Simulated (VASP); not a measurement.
# AlSn (P-6m2) in VASP: notebook, part 2 of 2

VASP 6.6.1.

## Step 6: Single point, PBE

Input file INCAR:

```
PREC = Accurate
ENCUT = 520
EDIFF = 1E-7
ISMEAR = 0
SIGMA = 0.023
LREAL = F
LASPH = T
NELM = 60
ALGO = Fast
ISIF = 2
LWAVE = F
LCHARG = T
GGA = PE
LELF = T
LVHAR = T
NBANDS = 16
```

Input file KPOINTS:

```
regular mesh
0
Gamma
  7 7 8
```

Input file POSCAR:

```
AlSn
1.0
    4.1981056157      0.0000000000      0.0000000000
   -2.0990528078      3.6356661109      0.0000000000
    0.0000000000      0.0000000000      3.3068470000
Sn Al
1 1
Direct
    0.3333333333      0.6666666667      0.5000000000
    0.0000000000      0.0000000000      0.0000000000
```

Potentials or basis: VASP PAW PBE potentials, release 64 (Sn_d, Al).

The run is started by

```bash
$ cat potpaw_PBE.64/Sn_d/POTCAR potpaw_PBE.64/Al/POTCAR > POTCAR
$ mpirun -np 1 vasp_std > vasp.out
```

OUTCAR:

```text
PREC = Accurate
   ENCUT = 520
   EDIFF = 1E-7
   ISMEAR = 0
   LREAL = F
   LASPH = T
   NELM = 60
   ISIF = 2
   GGA = PE

 ion  position               nearest neighbor table
   1  0.333  0.667  0.500-   2 2.93   2 2.93   2 2.93   2 2.93   2 2.93   2 2.93
   2  0.000  0.000  0.000-   1 2.93   1 2.93   1 2.93   1 2.93   1 2.93   1 2.93

  LATTYP: Found a hexagonal cell.
 ALAT       =     4.1981056157
 C/A-ratio  =     0.7876998110

  Lattice vectors:

 A1 = (   4.1981056157,   0.0000000000,   0.0000000000)
 A2 = (  -2.0990528078,   3.6356661109,   0.0000000000)
 A3 = (   0.0000000000,   0.0000000000,   3.3068470000)

Analysis of symmetry for initial positions (statically):
=====================================================================
 Subroutine PRICEL returns:
 Original cell was already a primitive cell.

 Routine SETGRP: Setting up the symmetry group for a
 hexagonal supercell.

 Subroutine GETGRP returns: Found 12 space group operations
 (whereof 12 operations were pure point group operations)
 out of a pool of 24 trial point group operations.

The static configuration has the point symmetry D_3h.

Analysis of symmetry for dynamics (positions and initial velocities):
=====================================================================
 Subroutine PRICEL returns:
 Original cell was already a primitive cell.

 Routine SETGRP: Setting up the symmetry group for a
 hexagonal supercell.

 Subroutine GETGRP returns: Found 12 space group operations
 (whereof 12 operations were pure point group operations)
 out of a pool of 24 trial point group operations.

The dynamic configuration has the point symmetry D_3h.

 Subroutine INISYM returns: Found 12 space group operations
 (whereof 12 operations are pure point group operations),
 and found     1 'primitive' translations

----------------------------------------------------------------------------------------

                                     Primitive cell

  volume of cell :      50.4721

  direct lattice vectors                    reciprocal lattice vectors
     4.198105616  0.000000000  0.000000000     0.238202678  0.137526380  0.000000000
    -2.099052808  3.635666111  0.000000000     0.000000000  0.275052760  0.000000000
     0.000000000  0.000000000  3.306847000     0.000000000  0.000000000  0.302402863

  length of vectors
     4.198105616  4.198105616  3.306847000     0.275052760  0.275052760  0.302402863

  position of ions in fractional coordinates (direct lattice)
     0.333333333  0.666666667  0.500000000
     0.000000000  0.000000000  0.000000000

  ion indices of the primitive-cell ions
   primitive index   ion index
                 1           1
                 2           2

----------------------------------------------------------------------------------------

 KPOINTS: regular mesh

Automatic generation of k-mesh.
 Grid dimensions read from file:
 generate k-points for:    7    7    8

 Generating k-lattice:

  Cartesian coordinates                     Fractional coordinates (reciprocal lattice)
     0.034028954  0.019646626  0.000000000     0.142857143  0.000000000  0.000000000
     0.000000000  0.039293251  0.000000000     0.000000000  0.142857143  0.000000000
     0.000000000  0.000000000  0.037800358     0.000000000  0.000000000  0.125000000

  Length of vectors
     0.039293251  0.039293251  0.037800358

  Shift w.r.t. Gamma in fractional coordinates (k-lattice)
     0.000000000  0.000000000  0.000000000

 Subroutine IBZKPT returns following result:
 ===========================================

 Found     40 irreducible k-points:

 Following reciprocal coordinates:
            Coordinates               Weight
  0.000000  0.000000  0.000000      1.000000
  0.142857  0.000000  0.000000      6.000000
  0.285714  0.000000  0.000000      6.000000
  0.428571  0.000000  0.000000      6.000000
  0.142857  0.142857  0.000000      6.000000
  0.285714  0.142857  0.000000     12.000000
[... 16 lines left out ...]
  0.428571  0.142857  0.250000     12.000000
  0.285714  0.285714  0.250000     12.000000
 [... further k-points ...]
   k-points           NKPTS =     40   k-points in BZ     NKDIM =     40   number of bands    NBANDS=     16
   number of dos      NEDOS =    301   number of ions     NIONS =      2
   total plane-waves  NPLWV =  28672
   dimension x,y,z NGX =    32 NGY =   32 NGZ =   28
   dimension x,y,z NGXF=    64 NGYF=   64 NGZF=   56
   ions per type =               1   1
   NGX,Y,Z   is equivalent  to a cutoff of  12.67, 12.67, 14.08 a.u.
   NGXF,Y,Z  is equivalent  to a cutoff of  25.34, 25.34, 28.15 a.u.
 SYSTEM =  unknown system
   PREC   = accura    normal or accurate (medium, high low for compatibility)
   ISTART =      0    job   : 0-new  1-cont  2-samecut
   ICHARG =      2    charge: 1-file 2-atom 10-const
   ISPIN  =      1    spin polarized calculation?
   LNONCOLLINEAR =      F non collinear calculations
   LSORBIT =      F    spin-orbit coupling
   LASPH  =      T    aspherical Exc in radial PAW
   ENCUT  =  520.0 eV  38.22 Ry    6.18 a.u.   7.81  7.81  6.15*2*pi/ulx,y,z
   NELM   =     60;   NELMIN=  2; NELMDL= -5     # of ELM steps
   EDIFF  = 0.1E-06   stopping-criterion for ELM
   LREAL  =      F    real-space projection
   EDIFFG = 0.1E-05   stopping-criterion for IOM
   NSW    =      0    number of steps for IOM
   IBRION =     -1    ionic relax: 0-MD 1-quasi-New 2-CG
   NFREE  =      0    steps in history (QN), initial steepest desc. (CG)
   ISIF   =      2    stress and relaxation
   ISYM   =      2    0-nonsym 1-usesym 2-fastsym
   POTIM  = 0.5000    time-step for ionic-motion
   TEBEG  =    0.0;   TEEND  =   0.0 temperature during run
   PSTRESS=    0.0 pullay stress
   NELECT =      17.0000    total number of electrons
   NUPDOWN=      -1.0000    fix difference up-down
   EMIN   =  10.00;   EMAX   =-10.00  energy-range for DOS
   EFERMI =   0.00;   METHOD = LEGACY
   ISMEAR =     0;   SIGMA  =   0.02  broadening in eV -4-tet -1-fermi 0-gaus
   EFERMI_NEDOS =   21; number of points for ismear=-14 and -15
   IALGO  =     68    algorithm
   IMIX   =      4    mixing-type and parameters
     AMIX     =   0.40;   BMIX     =  1.00
     AMIX_MAG =   1.60;   BMIX_MAG =  1.00
  volume/ion in A,a.u.               =      25.24       170.30
  Fermi-wavevector in a.u.,A,eV,Ry     =   1.139044  2.152482 17.652500  1.297422
  Thomas-Fermi vector in A             =   2.275748
   LORBIT       =      0    0 simple, 1 ext, 2 COOP (PROOUT), +10 PAW based schemes
   GGA     = PE    functional components
   LHFCALC =     F    Hartree Fock is set to
   AEXX    =    0.0000 exact exchange contribution
   IVDW    =     0    specifies the selected vdW correction
   LEPSILON=     F    determine dielectric tensor
   LRPA    =     F    only Hartree local field effects (RPA)
 non-spin polarized calculation
 RMM-DIIS sequential band-by-band and
 Gauss-broadening in eV      SIGMA  =   0.02
  energy-cutoff  :      520.00
  volume of cell :       50.47
 maximum number of plane-waves:      1374
 NGX is ok and might be reduce to    32
   NGX = 15   NGY = 15   NGZ = 13

 number of electron      16.9999999 magnetization

 Free energy of the ion-electron system (eV)
  ---------------------------------------------------
  ext. energy  EPLUGINS =         0.00000000
  ---------------------------------------------------
  free energy    TOTEN  =        -7.20122322 eV

  energy without entropy =       -7.20111772  energy(sigma->0) =       -7.20117047

 E-fermi :   6.4267     XC(G=0):  -9.5625

 val. band max:        6.3552394933   @ k =   0.2857   0.2857   0.2500
 cond. band min:       6.4376700557   @ k =   0.0000   0.0000   0.1250
 fundamental gap:      0.0824305624
 Fermi energy:         6.4267014336

 k-point     1 :       0.0000    0.0000    0.0000
  band No.  band energies     occupation
      1     -14.9280      2.00000
      2     -14.8264      2.00000
      3     -14.8264      2.00000
      4     -14.8044      2.00000
      5     -14.8044      2.00000
      6      -4.0208      2.00000
[... 8 lines left out ...]
     15      17.9996      0.00000
     16      19.2269      0.00000
[... 419 lines left out ...]
 k-point    24 :       0.2857    0.2857    0.2500
  band No.  band energies     occupation
      1     -14.8451      2.00000
      2     -14.8419      2.00000
      3     -14.8296      2.00000
      4     -14.8171      2.00000
      5     -14.8085      2.00000
      6      -1.0956      2.00000
[... 8 lines left out ...]
     15      18.6250      0.00000
     16      18.6794      0.00000

 [... further k-points ...]
[... 5 lines left out ...]
  --------------------------------------------------------------------------------------
  -------------------------------------------------------------------------------------
  Total       -0.0170806     -0.0170806      0.2384096     -0.0000000     -0.0000000      0.0000000
  in kB       -0.5422048     -0.5422048      7.5680319     -0.0000000     -0.0000000      0.0000000
  external PRESSURE =       2.1612075 kB  Pullay stress =       0.0000000 kB

 VOLUME and BASIS-vectors are now :
 -----------------------------------------------------------------------------
  energy-cutoff  :      520.00
  volume of cell :       50.47
      direct lattice vectors                 reciprocal lattice vectors
     4.198105616  0.000000000  0.000000000     0.238202678  0.137526380  0.000000000
    -2.099052808  3.635666111  0.000000000     0.000000000  0.275052760  0.000000000
     0.000000000  0.000000000  3.306847000     0.000000000  0.000000000  0.302402863

 POSITION                                       TOTAL-FORCE (eV/Angst)
 -----------------------------------------------------------------------------------
     -0.00000      2.42378      1.65342         0.000000     -0.000000      0.000000
      0.00000      0.00000      0.00000        -0.000000      0.000000      0.000000
 -----------------------------------------------------------------------------------
    total drift:                                0.000000     -0.000000     -0.000000

  FREE ENERGIE OF THE ION-ELECTRON SYSTEM (eV)
  ---------------------------------------------------
  free  energy   TOTEN  =        -7.2012232229 eV

  energy  without entropy=       -7.2011177213  energy(sigma->0) =       -7.20117047
```

stdout:

```text
POSCAR found type information on POSCAR SnAl
 POSCAR found :  2 types and       2 ions
 scaLAPACK will be used
 LDA part: xc-table for (Slater+PW92), standard interpolation
 POSCAR, INCAR and KPOINTS ok, starting setup
 FFT: planning ... GRIDC
 FFT: planning ... GRID_SOFT
 FFT: planning ... GRID
 WAVECAR not read
 entering main loop
WARNING in EDDRMM: call to ZHEGV failed, returncode =   8  4     15
WARNING in EDDRMM: call to ZHEGV failed, returncode =   8  4     14
```

Run time: 51 s. Hardware: 1 thread of Intel Xeon 8259CL, shared host; peak memory 0.18 GiB.

What came out:

```yaml
Free_energy: -7.2012 eV
Pressure: 0.2 GPa
Band_gap_on_the_k_mesh: zero (an odd number of electrons rules out a gap without spin polarisation)
```

Stress tensor (GPa, compression positive):
```
-0.05  0.00  0.00
 0.00 -0.05  0.00
 0.00  0.00  0.76
```

Caveat: spin-orbit coupling is left out, which moves the levels of the heavy elements.

## Step 7: Overview

| smearing | gap on the mesh (eV) | pressure (GPa) |
| --- | --- | --- |
| gaussian 0.017 eV | none | 0.2 |
| gaussian 0.018 eV | none | 0.2 |
| gaussian 0.019 eV | none | 0.2 |
| gaussian 0.02 eV | none | 0.2 |
| gaussian 0.023 eV | none | 0.2 |

Alike in all rows: task single point; level PBE; potentials or basis VASP PAW PBE potentials, release 64 (Sn_d, Al); no spin polarisation; cell as given; k mesh 7 × 7 × 8; cutoff (eV) 520.

Caveats: spin-orbit coupling is left out, which moves the levels of the heavy elements.

Total energies depend on the potentials used, so only differences within one code and one set of settings carry meaning.
